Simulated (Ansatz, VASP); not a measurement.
## One calculation of La, two programs

```xyz
4
Lattice="3.5880 0.0000 0.0000 -1.7940 3.1073 0.0000 0.0000 0.0000 12.2730" Properties=species:S:1:pos:R:3 pbc="T T T"
La    0.0000    0.0000    0.0000
La    0.0000    0.0000    6.1365
La    0.0000    2.0715    3.0682
La    1.7940    1.0358    9.2048
```

Alike in both runs: task single point; functional PBEsol; k mesh 12 × 12 × 4; occupations gaussian, width 0.15 eV; no spin polarisation.

|  | VASP | Ansatz |
| --- | --- | --- |
| version | VASP 6.6.1 | Ansatz 0.2.0 |
| potentials or method | VASP PAW PBE potentials, release 64 (La), cutoff 520 eV | scalar-relativistic, plane waves, PAW |
| valence electrons in the cell | 44 | 44 |

|  | VASP | Ansatz | Ansatz less VASP |
| --- | --- | --- | --- |
| gap on the k mesh at the Fermi level (eV) | none | none | - |
| pressure (GPa) | 0.1 | 0.0 | -0.10 |
| traceless stress, the component that is largest in VASP (GPa) | -2.22 | -2.22 | +0.002 |

VASP's potentials were made for PBE, not for PBEsol. A gap of «none» marks a metal or a gap that the smearing closes.

Neither program's run includes spin-orbit coupling.
